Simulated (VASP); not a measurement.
A run of VASP 6.6.1:

The input INCAR:

```
PREC = Accurate ; ENCUT = 600
EDIFF = 1E-6 ; ISMEAR = -1
SIGMA = 0.1 ; LREAL = F
LASPH = T ; NELM = 120
ALGO = Normal ; ISIF = 2
LWAVE = F ; LCHARG = F
GGA = CA ; NBANDS = 23
GGA_COMPAT = F
```

The input KPOINTS:

```
regular mesh
0
Gamma
  8 8 4
```

The input POSCAR:

```
HfN
1.0
    3.1339080200      0.0000000000      0.0000000000
   -1.5669540100      2.7140439584      0.0000000000
    0.0000000000      0.0000000000      5.4167677200
Hf N
2 2
Direct
    0.6666666667      0.3333333333      0.7500000000
    0.3333333333      0.6666666667      0.2500000000
    0.0000000000      0.0000000000      0.0000000000
    0.0000000000      0.0000000000      0.5000000000
```

Potentials or basis: VASP PAW LDA potentials, release 64 (Hf_pv, N).

The run is started by

```sh
$ cat potpaw_LDA.64/Hf_pv/POTCAR potpaw_LDA.64/N/POTCAR > POTCAR
$ mpirun -np 1 vasp_std > vasp.out
```

Hardware: 1 thread of Intel(R) Xeon(R) Platinum 8259CL CPU @ 2.50GHz (Skylake/Cascade Lake) (shared host).

Q: Estimate the wall time of this run.

A: Wall time 46 s on 1 thread of Intel(R) Xeon(R) Platinum 8259CL CPU @ 2.50GHz (Skylake/Cascade Lake) (shared host), peak memory 0.18 GiB. Counts: scf iterations 13, k points 30.
